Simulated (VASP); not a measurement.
# Sr2C (Fm-3m) in VASP: notebook, part 2 of 2

VASP 6.6.1.

**3. Single point, PBE0**

POSCAR reads:

```
Sr2C
1.0
    0.0000000000      3.3601424637      3.3601424637
    3.3601424637      0.0000000000      3.3601424637
    3.3601424637      3.3601424637      0.0000000000
C Sr
1 2
Direct
    0.0000000000      0.0000000000      0.0000000000
    0.2500000000      0.2500000000      0.2500000000
    0.7500000000      0.7500000000      0.7500000000
```

INCAR.step1 reads:

```
ALGO     = Normal         # electronic algorithm
EDIFF    = 1E-5           # SCF threshold, eV
ENCUT    = 520            # plane-wave cutoff, eV
GGA      = PE             # functional
ISIF     = 2              # what is computed and relaxed
ISMEAR   = 0              # smearing method
LASPH    = T              # aspherical terms in the spheres
LREAL    = F              # projectors in reciprocal space
LWAVE    = T              # write WAVECAR
NBANDS   = 19             # bands
NELM     = 60             # most SCF steps
PREC     = Accurate       # precision mode
SIGMA    = 0.01           # smearing width, eV
```

INCAR.step2 reads:

```
AEXX     = 0.25           # exact-exchange fraction
ALGO     = Normal         # electronic algorithm
EDIFF    = 1E-7           # SCF threshold, eV
ENCUT    = 520            # plane-wave cutoff, eV
GGA      = PE             # functional
ISIF     = 2              # what is computed and relaxed
ISMEAR   = 0              # smearing method
ISTART   = 1            
LASPH    = T              # aspherical terms in the spheres
LCHARG   = T              # write CHGCAR
LELF     = T              # ELF
LHFCALC  = T              # exact exchange
LREAL    = F              # projectors in reciprocal space
LVHAR    = T            
LWAVE    = F              # write WAVECAR
NBANDS   = 19             # bands
NELM     = 60             # most SCF steps
PREC     = Accurate       # precision mode
PRECFOCK = Normal       
SIGMA    = 0.01           # smearing width, eV
```

KPOINTS reads:

```
k-points
0
Gamma
  4 4 4
```

Potentials or basis: VASP PAW PBE potentials, release 64 (C, Sr_sv).

The run is started by

```bash
$ cat potpaw_PBE.64/C/POTCAR potpaw_PBE.64/Sr_sv/POTCAR > POTCAR
$ cp INCAR.step1 INCAR
$ mpirun -np 1 vasp_std > vasp.out
$ cp INCAR.step2 INCAR
$ mpirun -np 1 vasp_std > vasp.out
```

OUTCAR:

```text
AEXX = 0.25
   EDIFF = 1E-7
   ENCUT = 520
   GGA = PE
   ISIF = 2
   ISMEAR = 0
   ISTART = 1
   LASPH = T
   LHFCALC = T
   LREAL = F
   NELM = 60
   PREC = Accurate
   PRECFOCK = Normal

 ion  position               nearest neighbor table
   1  0.000  0.000  0.000-   3 2.91   3 2.91   3 2.91   2 2.91   3 2.91   2 2.91   2 2.91   2 2.91

   2  0.250  0.250  0.250-   1 2.91   1 2.91   1 2.91   1 2.91   3 3.36   3 3.36   3 3.36   3 3.36
                             3 3.36   3 3.36
   3  0.750  0.750  0.750-   1 2.91   1 2.91   1 2.91   1 2.91   2 3.36   2 3.36   2 3.36   2 3.36
                             2 3.36   2 3.36

  LATTYP: Found a face centered cubic cell.
 ALAT       =     6.7202849274

  Lattice vectors:

 A1 = (   0.0000000000,   3.3601424637,   3.3601424637)
 A2 = (   3.3601424637,   0.0000000000,   3.3601424637)
 A3 = (   3.3601424637,   3.3601424637,   0.0000000000)

Analysis of symmetry for initial positions (statically):
=====================================================================
 Subroutine PRICEL returns:
 Original cell was already a primitive cell.

 Routine SETGRP: Setting up the symmetry group for a
 face centered cubic supercell.

 Subroutine GETGRP returns: Found 48 space group operations
 (whereof 48 operations were pure point group operations)
 out of a pool of 48 trial point group operations.

The static configuration has the point symmetry O_h .

Analysis of symmetry for dynamics (positions and initial velocities):
=====================================================================
 Subroutine PRICEL returns:
 Original cell was already a primitive cell.

 Routine SETGRP: Setting up the symmetry group for a
[... 112 lines left out ...]
  volume/ion in A,a.u.               =      25.29       170.68
  Fermi-wavevector in a.u.,A,eV,Ry     =   1.115435  2.107866 16.928300  1.244195
  Thomas-Fermi vector in A             =   2.252040
   LORBIT       =      0    0 simple, 1 ext, 2 COOP (PROOUT), +10 PAW based schemes
   GGA     = PE    functional components
   LHFCALC =     T    Hartree Fock is set to
   PRECFOCK=normal    Normal, Fast or Accurate (Low or Medium for compatibility)
   ENCUT4O =  -1.0   cutoff for four orbital integrals eV
   NKREDX  =     1    reduce k-point grid by
   NKREDY  =     1    reduce k-point grid by
   NKREDZ  =     1    reduce k-point grid by
   AEXX    =    0.2500 exact exchange contribution
   HFSCREEN=    0.0000 screening length (either q_TF or 0.3 A-1)
   HFSCREENC=   0.0000 screening length for correlation (either q_TF or 0.3 A-1)
   ENCUTFOCK=  -1.0 apply spherical cutoff to Coloumb kernel
   IVDW    =     0    specifies the selected vdW correction
   LEPSILON=     F    determine dielectric tensor
   LRPA    =     F    only Hartree local field effects (RPA)
 non-spin polarized calculation
 Gauss-broadening in eV      SIGMA  =   0.01
  energy-cutoff  :      520.00
  volume of cell :       75.88
 maximum number of plane-waves:      2085
  NGX = 28; NGY = 28; NGZ = 28

 number of electron      24.0000000 magnetization

 Free energy of the ion-electron system (eV)
  ---------------------------------------------------
  ext. energy  EPLUGINS =         0.00000000
  ---------------------------------------------------
  free energy    TOTEN  =       -12.35693843 eV

  energy without entropy =      -12.35693843  energy(sigma->0) =      -12.35693843

 E-fermi :   2.4177     XC(G=0):  -7.2218

 val. band max:        2.3090291536   @ k =   0.5000   0.5000   0.0000
 cond. band min:       3.3233184955   @ k =   0.0000   0.0000   0.0000
 fundamental gap:      1.0142893419
 Fermi energy:         2.4177448661

 k-point     1 :       0.0000    0.0000    0.0000
  band No.  band energies     occupation
      1     -35.7649      2.00000
      2     -35.4773      2.00000
      3     -16.7341      2.00000
      4     -16.7341      2.00000
      5     -16.7341      2.00000
      6     -16.0506      2.00000
[... 153 lines left out ...]
      6     -16.4485      2.00000
[... 11 lines left out ...]
     18       8.2252      0.00000
     19      10.3659      0.00000

------------------------ aborting loop because EDIFF is reached ----------------------------------------

  FORCE on cell =-STRESS in cart. coord.  units (eV):
  Direction    XX          YY          ZZ          XY          YZ          ZX
  --------------------------------------------------------------------------------------
  -------------------------------------------------------------------------------------
  Total        0.1697666      0.1697666      0.1697666      0.0000000      0.0000000     -0.0000000
  in kB        3.5847578      3.5847578      3.5847578      0.0000000      0.0000000     -0.0000000
  external PRESSURE =       3.5847578 kB  Pullay stress =       0.0000000 kB

 VOLUME and BASIS-vectors are now :
 -----------------------------------------------------------------------------
  energy-cutoff  :      520.00
  volume of cell :       75.88
      direct lattice vectors                 reciprocal lattice vectors
     0.000000000  3.360142464  3.360142464    -0.148803215  0.148803215  0.148803215
     3.360142464  0.000000000  3.360142464     0.148803215 -0.148803215  0.148803215
     3.360142464  3.360142464  0.000000000     0.148803215  0.148803215 -0.148803215

 POSITION                                       TOTAL-FORCE (eV/Angst)
 -----------------------------------------------------------------------------------
      0.00000      0.00000      0.00000        -0.000000     -0.000000      0.000000
      1.68007      1.68007      1.68007         0.000000      0.000000      0.000000
      5.04021      5.04021      5.04021        -0.000000     -0.000000     -0.000000
 -----------------------------------------------------------------------------------
    total drift:                               -0.000000     -0.000000     -0.000000

  FREE ENERGIE OF THE ION-ELECTRON SYSTEM (eV)
  ---------------------------------------------------
  free  energy   TOTEN  =       -12.3569384340 eV

  energy  without entropy=      -12.3569384340  energy(sigma->0) =      -12.35693843
```

OSZICAR.step1:

```text
N       E                     dE             d eps       ncg     rms          rms(c)
DAV:   1     0.125222755231E+03    0.12522E+03   -0.11684E+04   304   0.115E+03
DAV:   2    -0.259503298120E+01   -0.12782E+03   -0.12474E+03   350   0.250E+02
DAV:   3    -0.137528160896E+02   -0.11158E+02   -0.11114E+02   552   0.582E+01
DAV:   4    -0.139767905816E+02   -0.22397E+00   -0.22372E+00   421   0.815E+00
DAV:   5    -0.139824344951E+02   -0.56439E-02   -0.56436E-02   471   0.935E-01    0.192E+01
DAV:   6    -0.111673546634E+02    0.28151E+01   -0.37181E+01   338   0.138E+01    0.236E+01
DAV:   7    -0.106779451302E+02    0.48941E+00   -0.28066E+00   363   0.502E+00    0.136E+01
DAV:   8    -0.106345476577E+02    0.43397E-01   -0.49256E-01   331   0.293E+00    0.123E+00
DAV:   9    -0.106224979540E+02    0.12050E-01   -0.15781E-01   449   0.752E-01    0.523E-01
DAV:  10    -0.106234976764E+02   -0.99972E-03   -0.16877E-02   378   0.338E-01    0.417E-01
DAV:  11    -0.106225403434E+02    0.95733E-03   -0.92831E-03   407   0.215E-01    0.178E-01
DAV:  12    -0.106225562535E+02   -0.15910E-04   -0.25715E-04   323   0.732E-02    0.545E-02
DAV:  13    -0.106225544409E+02    0.18126E-05   -0.88225E-05   286   0.331E-02
   1 F= -.10622554E+02 E0= -.10622310E+02  d E =-.488495E-03
```

Wall time 54 min (1 thread of Intel Xeon 8259CL, shared host); peak memory 0.23 GiB.

What came out:

```
Free energy            : -12.3569 eV
Pressure               : 0.4 GPa
Band gap on the k mesh : 1.01 eV (least direct gap 1.08 eV)
```

Caveat: the structure was generated, so it needn't be the stable form of Sr2C; the PAW data sets were made with another functional, which shifts forces and pressure a little. A k mesh can miss the band edges.
